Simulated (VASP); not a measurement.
# NaF in VASP: further runs

NaF is run at these levels: PBE, r2SCAN; tasks: single point.

All numbers are computed with VASP 6.6.1; they aren't measurements. Logs are shortened: lines on timing, memory, paths and dates and some standing lists are left out, and cuts for length are marked.

## 1. The cell of the first run

It takes space group P4/mmm (No. 123, tetragonal). The conventional cell has a = 2.793 Å, b = 2.793 Å, c = 2.835 Å, α = 90.00°, β = 90.00°, γ = 90.00°. Within 3.2 Å of Na (site symmetry 4/mmm) lie 8 F at 2.43 Å and 6 Na at 2.79 to 2.83 Å. F (site symmetry 4/mmm) has 8 Na at 2.43 Å and 6 F at 2.79 to 2.83 Å within 3.2 Å.

## 2. Single point, PBE (uniaxial x strain +1.5%)

INCAR reads:

```
ALGO = Normal ; EDIFF = 1E-7
ENCUT = 520 ; GGA = PE
ISIF = 2 ; ISMEAR = -1
LASPH = T ; LCHARG = T
LELF = T ; LREAL = F
LVHAR = T ; LWAVE = F
NBANDS = 14 ; NELM = 80
PREC = Accurate ; SIGMA = 0.02
```

KPOINTS reads:

```
k-points
0
Gamma
  10 10 10
```

POSCAR reads:

```
NaF
1.0
    2.8348287998      0.0000000000      0.0000000000
    0.0000000000      2.7934852186      0.0000000000
    0.0000000000      0.0000000000      2.7934852186
Na F
1 1
Direct
    0.0000000000      0.0000000000      0.0000000000
    0.5000000000      0.5000000000      0.5000000000
```

Potentials or basis: VASP PAW PBE potentials, release 64 (Na_pv, F).

Command:

```console
$ cat potpaw_PBE.64/Na_pv/POTCAR potpaw_PBE.64/F/POTCAR > POTCAR
$ mpirun -np 1 vasp_std > vasp.out
```

OUTCAR:

```text
EDIFF = 1E-7
   ENCUT = 520
   GGA = PE
   ISIF = 2
   ISMEAR = -1
   LASPH = T
   LREAL = F
   NELM = 80
   PREC = Accurate

 ion  position               nearest neighbor table
   1  0.000  0.000  0.000-
   2  0.500  0.500  0.500-

  LATTYP: Found a simple tetragonal cell.
 ALAT       =     2.7934852186
 C/A-ratio  =     1.0148000000

  Lattice vectors:

 A1 = (   0.0000000000,   2.7934852186,   0.0000000000)
 A2 = (   0.0000000000,   0.0000000000,   2.7934852186)
 A3 = (   2.8348287998,   0.0000000000,   0.0000000000)

Analysis of symmetry for initial positions (statically):
=====================================================================
 Subroutine PRICEL returns:
 Original cell was already a primitive cell.

 Routine SETGRP: Setting up the symmetry group for a
 simple tetragonal supercell.

 Subroutine GETGRP returns: Found 16 space group operations
 (whereof 16 operations were pure point group operations)
 out of a pool of 16 trial point group operations.

The static configuration has the point symmetry D_4h.

Analysis of symmetry for dynamics (positions and initial velocities):
=====================================================================
 Subroutine PRICEL returns:
 Original cell was already a primitive cell.

 Routine SETGRP: Setting up the symmetry group for a
 simple tetragonal supercell.

 Subroutine GETGRP returns: Found 16 space group operations
 (whereof 16 operations were pure point group operations)
 out of a pool of 16 trial point group operations.

The dynamic configuration has the point symmetry D_4h.

 Subroutine INISYM returns: Found 16 space group operations
 (whereof 16 operations are pure point group operations),
 and found     1 'primitive' translations

----------------------------------------------------------------------------------------

                                     Primitive cell

  volume of cell :      22.1218

  direct lattice vectors                    reciprocal lattice vectors
     2.834828800  0.000000000  0.000000000     0.352754988  0.000000000  0.000000000
     0.000000000  2.793485219  0.000000000     0.000000000  0.357975762  0.000000000
     0.000000000  0.000000000  2.793485219     0.000000000  0.000000000  0.357975762

  length of vectors
     2.834828800  2.793485219  2.793485219     0.352754988  0.357975762  0.357975762

  position of ions in fractional coordinates (direct lattice)
     0.000000000  0.000000000  0.000000000
     0.500000000  0.500000000  0.500000000

  ion indices of the primitive-cell ions
   primitive index   ion index
                 1           1
                 2           2

----------------------------------------------------------------------------------------

 KPOINTS: k-points

Automatic generation of k-mesh.
 Grid dimensions read from file:
 generate k-points for:   10   10   10

 Generating k-lattice:

  Cartesian coordinates                     Fractional coordinates (reciprocal lattice)
     0.035275499  0.000000000  0.000000000     0.100000000  0.000000000  0.000000000
     0.000000000  0.035797576  0.000000000     0.000000000  0.100000000  0.000000000
     0.000000000  0.000000000  0.035797576     0.000000000  0.000000000  0.100000000

  Length of vectors
     0.035275499  0.035797576  0.035797576

  Shift w.r.t. Gamma in fractional coordinates (k-lattice)
     0.000000000  0.000000000  0.000000000

 Subroutine IBZKPT returns following result:
 ===========================================

 Found    126 irreducible k-points:

 Following reciprocal coordinates:
            Coordinates               Weight
  0.000000  0.000000  0.000000      1.000000
  0.100000  0.000000  0.000000      2.000000
  0.200000  0.000000  0.000000      2.000000
  0.300000  0.000000  0.000000      2.000000
  0.400000  0.000000  0.000000      2.000000
  0.500000  0.000000  0.000000      1.000000
[... 16 lines left out ...]
  0.400000  0.300000  0.000000      8.000000
  0.500000  0.300000  0.000000      4.000000
 [... further k-points ...]
   k-points           NKPTS =    126   k-points in BZ     NKDIM =    126   number of bands    NBANDS=     14
   number of dos      NEDOS =    301   number of ions     NIONS =      2
   total plane-waves  NPLWV =  13824
   dimension x,y,z NGX =    24 NGY =   24 NGZ =   24
   dimension x,y,z NGXF=    48 NGYF=   48 NGZF=   48
   ions per type =               1   1
   NGX,Y,Z   is equivalent  to a cutoff of  14.07, 14.28, 14.28 a.u.
   NGXF,Y,Z  is equivalent  to a cutoff of  28.15, 28.57, 28.57 a.u.
 SYSTEM =  unknown system
   PREC   = accura    normal or accurate (medium, high low for compatibility)
   ISTART =      0    job   : 0-new  1-cont  2-samecut
   ICHARG =      2    charge: 1-file 2-atom 10-const
   ISPIN  =      1    spin polarized calculation?
   LNONCOLLINEAR =      F non collinear calculations
   LSORBIT =      F    spin-orbit coupling
   LASPH  =      T    aspherical Exc in radial PAW
[... 62 lines left out ...]
      4     -20.5509      2.00000
      5      -1.0968      2.00000
      6      -0.9940      2.00000
      7      -0.9940      2.00000
      8       5.3175      0.00000
      9      14.8776      0.00000
     10      15.1494      0.00000
     11      22.7801      0.00000
     12      23.2427      0.00000
     13      23.2427      0.00000
     14      30.2296      0.00000

 k-point     2 :       0.1000    0.0000    0.0000
  band No.  band energies     occupation
      1     -20.9323      2.00000
      2     -20.7622      2.00000
      3     -20.7622      2.00000
      4     -20.3798      2.00000
      5      -1.3666      2.00000
      6      -0.9834      2.00000
      7      -0.9834      2.00000
      8       5.6570      0.00000
      9      14.7192      0.00000
     10      15.3337      0.00000
     11      23.0736      0.00000
     12      23.2078      0.00000
     13      23.2078      0.00000
     14      29.2722      0.00000

 k-point     3 :       0.2000    0.0000    0.0000
  band No.  band energies     occupation
      1     -21.1463      2.00000
      2     -20.7556      2.00000
      3     -20.7556      2.00000
      4     -20.1446      2.00000
      5      -1.9920      2.00000
      6      -0.9554      2.00000
      7      -0.9554      2.00000
      8       6.5270      0.00000
      9      14.1749      0.00000
     10      15.8854      0.00000
     11      23.1096      0.00000
     12      23.1096      0.00000
     13      24.0609      0.00000
     14      27.1029      0.00000

 k-point     4 :       0.3000    0.0000    0.0000
  band No.  band energies     occupation
      1     -21.3233      2.00000
      2     -20.7474      2.00000
      3     -20.7474      2.00000
      4     -19.9396      2.00000
      5      -2.6581      2.00000
      6      -0.9205      2.00000
      7      -0.9205      2.00000
      8       7.6956      0.00000
      9      13.2123      0.00000
     10      16.7992      0.00000
     11      22.9742      0.00000
     12      22.9742      0.00000
     13      24.3473      0.00000
     14      25.8292      0.00000

 k-point     5 :       0.4000    0.0000    0.0000
  band No.  band energies     occupation
      1     -21.4394      2.00000
      2     -20.7407      2.00000
      3     -20.7407      2.00000
      4     -19.7984      2.00000
      5      -3.1402      2.00000
      6      -0.8919      2.00000
      7      -0.8919      2.00000
      8       9.0088      0.00000
      9      11.9701      0.00000
     10      18.0490      0.00000
     11      21.9891      0.00000
[... 276 lines left out ...]
 k-point    22 :       0.3000    0.3000    0.0000
  band No.  band energies     occupation
      1     -21.1885      2.00000
      2     -20.9162      2.00000
      3     -20.7303      2.00000
      4     -19.9059      2.00000
      5      -2.4174      2.00000
      6      -2.0868      2.00000
      7      -0.8018      2.00000
      8       9.4281      0.00000
      9      14.1009      0.00000
     10      14.5199      0.00000
     11      19.6043      0.00000
     12      23.0262      0.00000
     13      23.9554      0.00000
     14      24.5340      0.00000

 k-point    23 :       0.4000    0.3000    0.0000
  band No.  band energies     occupation
      1     -21.1772      2.00000
      2     -20.9267      2.00000
      3     -20.7246      2.00000
      4     -19.9047      2.00000
      5      -2.6841      2.00000
      6      -2.0844      2.00000
      7      -0.7604      2.00000
      8      10.3966      0.00000
      9      12.9307      0.00000
     10      15.0621      0.00000
     11      18.3070      0.00000
     12      22.9759      0.00000
     13      24.0006      0.00000
     14      25.3145      0.00000

 k-point    24 :       0.5000    0.3000    0.0000
  band No.  band energies     occupation
      1     -21.1839      2.00000
      2     -20.9179      2.00000
      3     -20.7224      2.00000
      4     -19.9060      2.00000
      5      -2.8172      2.00000
      6      -2.0448      2.00000
      7      -0.7444      2.00000
      8      11.1328      0.00000
      9      12.0940      0.00000
     10      15.4354      0.00000
     11      17.6950      0.00000
     12      22.9383      0.00000
     13      23.8309      0.00000
     14      26.5534      0.00000

 [... further k-points ...]
[... 5 lines left out ...]
  --------------------------------------------------------------------------------------
  -------------------------------------------------------------------------------------
  Total        0.2298363      0.5644886      0.5644886      0.0000000      0.0000000      0.0000000
  in kB       16.6459893     40.8833204     40.8833204      0.0000000      0.0000000      0.0000000
  external PRESSURE =      32.8042100 kB  Pullay stress =       0.0000000 kB

 VOLUME and BASIS-vectors are now :
 -----------------------------------------------------------------------------
  energy-cutoff  :      520.00
  volume of cell :       22.12
      direct lattice vectors                 reciprocal lattice vectors
     2.834828800  0.000000000  0.000000000     0.352754988  0.000000000  0.000000000
     0.000000000  2.793485219  0.000000000     0.000000000  0.357975762  0.000000000
     0.000000000  0.000000000  2.793485219     0.000000000  0.000000000  0.357975762

 POSITION                                       TOTAL-FORCE (eV/Angst)
 -----------------------------------------------------------------------------------
      0.00000      0.00000      0.00000         0.000000      0.000000      0.000000
      1.41741      1.39674      1.39674         0.000000      0.000000      0.000000
 -----------------------------------------------------------------------------------
    total drift:                                0.000000      0.000000     -0.000000

  FREE ENERGIE OF THE ION-ELECTRON SYSTEM (eV)
  ---------------------------------------------------
  free  energy   TOTEN  =        -8.2367324339 eV

  energy  without entropy=       -8.2367324339  energy(sigma->0) =       -8.23673243
```

It took 18 s on 1 thread of Intel Xeon Platinum 8375C at 2.90GHz (Ice Lake), shared host; peak memory 0.16 GiB.

Results:

```yaml
Free_energy: -8.2367 eV
Pressure: 3.3 GPa
Band_gap_on_the_k_mesh: 5.99 eV, indirect (least direct gap 6.31 eV)
```

Caveat: the cell differs from its parent crystal (uniaxial x strain +1.5%).

## 3. Single point, PBE (shear xy strain -0.3%)

INCAR reads:

```
SYSTEM = NaF
  PREC = Accurate
  ENCUT = 520
  EDIFF = 1E-7
  ISMEAR = -1
  SIGMA = 0.02
  LREAL = .False.
  LASPH = .True.
  NELM = 80
  ALGO = Normal
  ISIF = 2
  LWAVE = .False.
  LCHARG = .False.
  GGA = PE
  NBANDS = 14
```

KPOINTS reads:

```
regular mesh
0
Gamma
  10 10 10
  0 0 0
```

POSCAR reads:

```
NaF
1.0
    2.7934852186     -0.0047489249      0.0000000000
   -0.0047489249      2.7934852186      0.0000000000
    0.0000000000      0.0000000000      2.7934852186
Na F
1 1
Direct
    0.0000000000      0.0000000000      0.0000000000
    0.5000000000      0.5000000000      0.5000000000
```

Potentials or basis: VASP PAW PBE potentials, release 64 (Na_pv, F).

Command:

```console
$ cat potpaw_PBE.64/Na_pv/POTCAR potpaw_PBE.64/F/POTCAR > POTCAR
$ mpirun -np 1 vasp_std > vasp.out
```

It took 24 s on 1 thread of Intel Xeon Platinum 8375C at 2.90GHz (Ice Lake), shared host; peak memory 0.17 GiB.

The run converged. Its results:

* Free energy: -8.2302 eV
* Pressure: 4.3 GPa
* Band gap on the k mesh: 6.11 eV, indirect (least direct gap 6.45 eV)

Levels at points of the mesh, in eV from the valence-band top:
```csv
k point,band 3,band 4,band 5,band 6,band 7,band 8,band 9,band 10,band 11,band 12
"(0.00, 0.00, 0.00)",-20.04,-19.90,-0.34,-0.34,-0.34,6.11,15.78,15.78,23.99,24.02
"(0.50, 0.00, 0.00)",-20.01,-19.04,-2.66,-0.21,-0.21,10.87,11.89,19.98,21.21,23.59
"(0.50, 0.50, 0.00)",-19.98,-19.35,-1.89,-1.88,0.00,11.99,15.27,15.33,15.64,23.75
"(0.00, 0.00, 0.50)",-20.01,-19.04,-2.66,-0.22,-0.21,10.87,11.89,19.98,21.21,23.58
"(0.50, 0.00, 0.50)",-19.98,-19.35,-1.89,-1.89,0.00,11.99,15.30,15.30,15.64,23.77
"(0.50, 0.50, 0.50)",-20.22,-19.11,-1.67,-1.66,-1.66,14.40,14.43,14.47,19.41,19.45
```

Caveat: the cell differs from its parent crystal (shear xy strain -0.3%).

## 4. Single point, r2SCAN (uniaxial x strain +1.5%)

POSCAR reads:

```
NaF
1.0
    2.8348287998      0.0000000000      0.0000000000
    0.0000000000      2.7934852186      0.0000000000
    0.0000000000      0.0000000000      2.7934852186
Na F
1 1
Direct
    0.0000000000      0.0000000000      0.0000000000
    0.5000000000      0.5000000000      0.5000000000
```

INCAR.step1 reads:

```
  PREC = Accurate
  ENCUT = 520
  ISMEAR = 0
  SIGMA = 0.01
  LREAL = False
  LASPH = True
  NELM = 100
  NBANDS = 14
  GGA = PE
  ALGO = Normal
  EDIFF = 1E-4
  LWAVE = True
  LCHARG = False
```

INCAR.step2 reads:

```
  PREC = Accurate
  ENCUT = 520
  EDIFF = 1E-6
  ISMEAR = 0
  SIGMA = 0.01
  LREAL = False
  LASPH = True
  NELM = 100
  ALGO = Normal
  ISIF = 2
  LWAVE = False
  LCHARG = False
  METAGGA = R2SCAN
  LMIXTAU = True
  NBANDS = 14
  ISTART = 1
```

KPOINTS reads:

```
regular mesh
0
Gamma
  10 10 10
```

Command:

```console
$ cat potpaw_PBE.64/Na_pv/POTCAR potpaw_PBE.64/F/POTCAR > POTCAR
$ cp INCAR.step1 INCAR
$ mpirun -np 1 vasp_std > vasp.out
$ cp INCAR.step2 INCAR
$ mpirun -np 1 vasp_std > vasp.out
```

Wall time 63 s (1 thread of Intel Xeon Platinum 8375C at 2.90GHz (Ice Lake), shared host); peak memory 0.16 GiB.

The run converged. Its results:

- Free energy: -12.3100 eV
- Pressure: -1.6 GPa
- Band gap on the k mesh: 6.98 eV, indirect (least direct gap 7.31 eV)

Stress tensor (GPa, compression positive):
```
-3.28  0.00  0.00
 0.00 -0.82  0.00
 0.00  0.00 -0.82
```

Levels at points of the mesh, in eV from the valence-band top:
```csv
k point,band 4,band 5,band 6,band 7,band 8,band 9,band 10,band 11
"(0.00, 0.00, 0.00)",-20.69,-0.43,-0.32,-0.32,6.98,16.24,16.52,25.06
"(0.50, 0.00, 0.00)",-20.02,-2.60,-0.22,-0.22,11.75,12.68,20.35,22.29
"(0.00, 0.50, 0.00)",-20.03,-2.60,-0.30,-0.20,11.75,12.87,20.33,22.17
"(0.50, 0.50, 0.00)",-20.51,-1.91,-1.87,0.00,12.85,16.17,16.33,16.48
"(0.00, 0.50, 0.50)",-20.48,-1.87,-1.87,-0.07,12.96,16.27,16.35,16.35
"(0.50, 0.50, 0.50)",-20.27,-1.69,-1.69,-1.65,15.37,15.37,15.37,20.15
```

Caveat: the cell differs from its parent crystal (uniaxial x strain +1.5%); the PAW data sets were made with another functional, which shifts forces and pressure a little. A k mesh can miss the band edges.

## 5. Single point, r2SCAN (shear xy strain -0.3%)

POSCAR reads:

```
NaF
1.0
    2.7934852186     -0.0047489249      0.0000000000
   -0.0047489249      2.7934852186      0.0000000000
    0.0000000000      0.0000000000      2.7934852186
Na F
1 1
Direct
    0.0000000000      0.0000000000      0.0000000000
    0.5000000000      0.5000000000      0.5000000000
```

INCAR.step1 reads:

```
SYSTEM = NaF
ALGO     = Normal         ! electronic algorithm
EDIFF    = 1E-4           ! SCF threshold, eV
ENCUT    = 520            ! plane-wave cutoff, eV
GGA      = PE             ! functional
ISMEAR   = 0              ! smearing method
LASPH    = .TRUE.         ! aspherical terms in the spheres
LCHARG   = .FALSE.        ! write CHGCAR
LREAL    = .FALSE.        ! projectors in reciprocal space
LWAVE    = .TRUE.         ! write WAVECAR
NBANDS   = 14             ! bands
NELM     = 80             ! most SCF steps
PREC     = Accurate       ! precision mode
SIGMA    = 0.01           ! smearing width, eV
```

INCAR.step2 reads:

```
SYSTEM = NaF
ALGO     = Normal         ! electronic algorithm
EDIFF    = 1E-6           ! SCF threshold, eV
ENCUT    = 520            ! plane-wave cutoff, eV
ISIF     = 2              ! what is computed and relaxed
ISMEAR   = 0              ! smearing method
ISTART   = 1            
LASPH    = .TRUE.         ! aspherical terms in the spheres
LCHARG   = .FALSE.        ! write CHGCAR
LMIXTAU  = .TRUE.       
LREAL    = .FALSE.        ! projectors in reciprocal space
LWAVE    = .FALSE.        ! write WAVECAR
METAGGA  = R2SCAN         ! meta-GGA
NBANDS   = 14             ! bands
NELM     = 80             ! most SCF steps
PREC     = Accurate       ! precision mode
SIGMA    = 0.01           ! smearing width, eV
```

KPOINTS reads:

```
k-points
0
G
  10 10 10
  0 0 0
```

Command:

```console
$ cat potpaw_PBE.64/Na_pv/POTCAR potpaw_PBE.64/F/POTCAR > POTCAR
$ cp INCAR.step1 INCAR
$ mpirun -np 1 vasp_std > vasp.out
$ cp INCAR.step2 INCAR
$ mpirun -np 1 vasp_std > vasp.out
```

Run time: 74 s. Hardware: 1 thread of Intel Xeon Platinum 8375C at 2.90GHz (Ice Lake), shared host; peak memory 0.17 GiB.

Results (log left out):

```
Free energy            : -12.3138 eV
Pressure               : -0.8 GPa
Band gap on the k mesh : 7.12 eV, indirect (least direct gap 7.45 eV)
```

Levels at points of the mesh, in eV from the valence-band top:
| k point | band 5 | band 6 | band 7 | band 8 | band 9 | band 10 |
| --- | --- | --- | --- | --- | --- | --- |
| (0.00, 0.00, 0.00) | -0.34 | -0.34 | -0.34 | 7.12 | 16.48 | 16.48 |
| (0.50, 0.00, 0.00) | -2.62 | -0.22 | -0.22 | 11.90 | 12.98 | 20.48 |
| (0.50, 0.50, 0.00) | -1.90 | -1.89 | 0.00 | 13.01 | 16.45 | 16.52 |
| (0.00, 0.00, 0.50) | -2.62 | -0.22 | -0.21 | 11.90 | 12.98 | 20.48 |
| (0.50, 0.00, 0.50) | -1.89 | -1.89 | 0.00 | 13.01 | 16.48 | 16.48 |
| (0.50, 0.50, 0.50) | -1.69 | -1.69 | -1.69 | 15.48 | 15.52 | 15.55 |

Caveat: the cell differs from its parent crystal (shear xy strain -0.3%); the PAW data sets were made with another functional, which shifts forces and pressure a little.

## 6. Summary

```tsv
level	cell	smearing	gap on the mesh (eV)	pressure (GPa)
PBE	a = 2.835, b = 2.793, c = 2.793 Å, 2 atoms	fermi-dirac 0.02 eV	5.99	3.3
PBE	a = 2.793 Å, angles 90.0, 90.0, 90.2°, 2 atoms	fermi-dirac 0.02 eV	6.11	4.3
r2SCAN	a = 2.835, b = 2.793, c = 2.793 Å, 2 atoms	gaussian 0.01 eV	6.98	-1.6
r2SCAN	a = 2.793 Å, angles 90.0, 90.0, 90.2°, 2 atoms	gaussian 0.01 eV	7.12	-0.8
```

Alike in all rows: task single point; potentials or basis VASP PAW PBE potentials, release 64 (Na_pv, F); no spin polarisation; k mesh 10 × 10 × 10; cutoff (eV) 520.

Caveats: the PAW data sets were made with another functional, which shifts forces and pressure a little (some runs).

Total energies depend on the potentials used, so only differences within one code and one set of settings carry meaning.
